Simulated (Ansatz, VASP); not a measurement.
**Al6N in VASP and in Ansatz**

File INCAR:

```
PREC = Accurate ; ENCUT = 520
EDIFF = 1E-7 ; ISMEAR = 0
SIGMA = 0.1 ; LREAL = False
LASPH = True ; NELM = 60
ALGO = Normal ; ISIF = 2
LWAVE = False ; LCHARG = True
LDIPOL = True ; IDIPOL = 3
DIPOL = 0.5 0.5 0.295 ; GGA = PE
LELF = True ; LVHAR = True
LVACPOTAV = True ; NBANDS = 36
```

File KPOINTS:

```
Automatic mesh
0
Gamma
  5 5 1
```

File POSCAR:

```
Al6N
1.0
    5.7143028096      0.0000000000      0.0000000000
    0.0000000000      5.7143028096      0.0000000000
    0.0000000000      0.0000000000     22.1750227687
Al N
12 2
Direct
    0.2500000000      0.2500000000      0.1803831293
    0.2500000000      0.7500000000      0.1803831293
    0.7500000000      0.2500000000      0.1803831293
    0.7500000000      0.7500000000      0.1803831293
    0.0000000000      0.0000000000      0.2744094920
    0.0000000000      0.5000000000      0.2744094920
    0.5000000000      0.0000000000      0.2744094920
    0.5000000000      0.5000000000      0.2744094920
    0.2500000000      0.2500000000      0.3686590473
    0.2500000000      0.7500000000      0.3686590473
    0.7500000000      0.2500000000      0.3686590473
    0.7500000000      0.7500000000      0.3686590473
    0.2375007853      0.5000000000      0.4191663236
    0.7624992147      0.5000000000      0.4191663236
```

Input for Ansatz:

```yaml
crystal:
  lattice:
    - [5.7143028096, 0.0, 0.0]
    - [0.0, 5.7143028096, 0.0]
    - [0.0, 0.0, 22.1750227687]
  atoms:
    - { symbol: Al, position: [0.25, 0.25, 0.1803831293] }
    - { symbol: Al, position: [0.25, 0.75, 0.1803831293] }
    - { symbol: Al, position: [0.75, 0.25, 0.1803831293] }
    - { symbol: Al, position: [0.75, 0.75, 0.1803831293] }
    - { symbol: Al, position: [0.0, 0.0, 0.274409492] }
    - { symbol: Al, position: [0.0, 0.5, 0.274409492] }
    - { symbol: Al, position: [0.5, 0.0, 0.274409492] }
    - { symbol: Al, position: [0.5, 0.5, 0.274409492] }
    - { symbol: Al, position: [0.25, 0.25, 0.3686590473] }
    - { symbol: Al, position: [0.25, 0.75, 0.3686590473] }
    - { symbol: Al, position: [0.75, 0.25, 0.3686590473] }
    - { symbol: Al, position: [0.75, 0.75, 0.3686590473] }
    - { symbol: "N", position: [0.2375007853, 0.5, 0.4191663236] }
    - { symbol: "N", position: [0.7624992147, 0.5, 0.4191663236] }
basis:
  ecutwfc: 420
kpoints:
  mp_grid: { grid: [5, 5, 1] }
hamiltonian:
  xc: pbe
scf:
  occupations: { method: gaussian, width: 0.1 }
output:
  forces: true
  eigenvalues: true
  write_density: true
  write_potential: true
  elf: true
  volumetric_format: npy
efield:
  axis: 3
  dipole_correction: true
  ramp_width: 0.04
```

Alike in both runs: task single point; functional PBE; k mesh 5 × 5 × 1; occupations gaussian, width 0.1 eV; no spin polarisation.

|  | VASP | Ansatz |
| --- | --- | --- |
| version | VASP 6.6.1 | Ansatz 0.2.0 |
| potentials or method | VASP PAW PBE potentials, release 64 (Al, N), cutoff 520 eV | scalar-relativistic, plane waves, PAW |
| valence electrons in the cell | 46 | 46 |

```csv
,VASP,Ansatz,Ansatz less VASP
gap on the k mesh at the Fermi level (eV),none,none,-
rms of the force components (eV/Å),0.170,0.168,-0.0021
"work function, face that differs most (eV)",6.29,6.29,-0.005
```

Atom by atom the forces differ by 0.007 eV/Å (rms over components). A gap of «none» marks a metal or a gap that the smearing closes. Ansatz's warnings: xc potential rough in thin density.
